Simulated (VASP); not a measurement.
Si, 2 atoms in the cell. The structure is monoclinic, space group P2_1/m (No. 11). Conventional cell: a = 2.666 Å, b = 4.506 Å, c = 2.666 Å, α = 90.00°, β = 120.00°, γ = 90.00°. Within 3.3 Å of Si (site symmetry m) lie 12 Si at 2.52 to 2.92 Å.  This cell differs from its parent crystal: atom 1 (Si) moved by (-0.300, -0.300) A along x and y.

| Item | Value |
| --- | --- |
| Program | VASP 6.6.1 |
| Task | single point |
| Functional | PBE |
| Dispersion | D3(BJ) |
| Potentials or basis | VASP PAW PBE potentials, release 64 (Si) |
| Cutoff | 520 eV |
| k mesh | 21 × 21 × 10 |
| Occupations | gaussian, width 0.15 eV |
| Spin | no spin polarisation |
| Dipole correction | no |
| Further INCAR settings | ALGO = Normal; EDIFF = 1e-06; NBANDS = 11 |

Potentials or basis: VASP PAW PBE potentials, release 64 (Si).

Command:

```bash
$ cat potpaw_PBE.64/Si/POTCAR > POTCAR
$ mpirun -np 1 vasp_std > vasp.out
```

Hardware: 1 thread of AMD EPYC 9R45 96-Core Processor (Zen 5), with other jobs on the host.

Question: How long does it take, and how much memory?

Answer: Wall time 2.8 min on 1 thread of AMD EPYC 9R45 96-Core Processor (Zen 5), with other jobs on the host, peak memory 0.38 GiB. Counts: scf iterations 11, k points 1326.
